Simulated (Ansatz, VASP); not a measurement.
One calculation of KCl, two programs

```
CELL_PARAMETERS angstrom
0.00000 3.15610 3.15610
3.15610 0.00000 3.15610
3.15610 3.15610 0.00000
ATOMIC_POSITIONS crystal
K 0.00000 0.00000 0.00000
Cl 0.53565 0.46435 0.46435
```

Alike in both runs: task single point; functional LDA; k mesh 6 × 6 × 6; occupations gaussian, width 0.05 eV; no spin polarisation.

|  | VASP | Ansatz |
| --- | --- | --- |
| version | VASP 6.6.1 | Ansatz 0.2.0 |
| potentials or method | VASP PAW LDA potentials, release 64 (K_sv, Cl), cutoff 520 eV | scalar-relativistic, plane waves, PAW |
| valence electrons in the cell | 16 | 16 |

Ansatz gave:

| Property | Result |
| --- | --- |
| gap on the k mesh at the Fermi level (eV) | 4.73 |
| least direct gap on the mesh (eV) | 4.73 |
| pressure (GPa) | -1.7 |
| traceless stress, the component that is largest in VASP (GPa) | 0.79 |
| rms of the force components (eV/Å) | 0.156 |

Problem. Which values does VASP return?

Solution. gap on the k mesh at the Fermi level (eV): 4.73; least direct gap on the mesh (eV): 4.73; pressure (GPa): -1.7; traceless stress, the component that is largest in VASP (GPa): 0.81; rms of the force components (eV/Å): 0.161.

LDA's correlation is that of Perdew and Zunger in VASP and of Perdew and Wang (1992) in Ansatz. Atom by atom the forces differ by 0.005 eV/Å (rms over components).
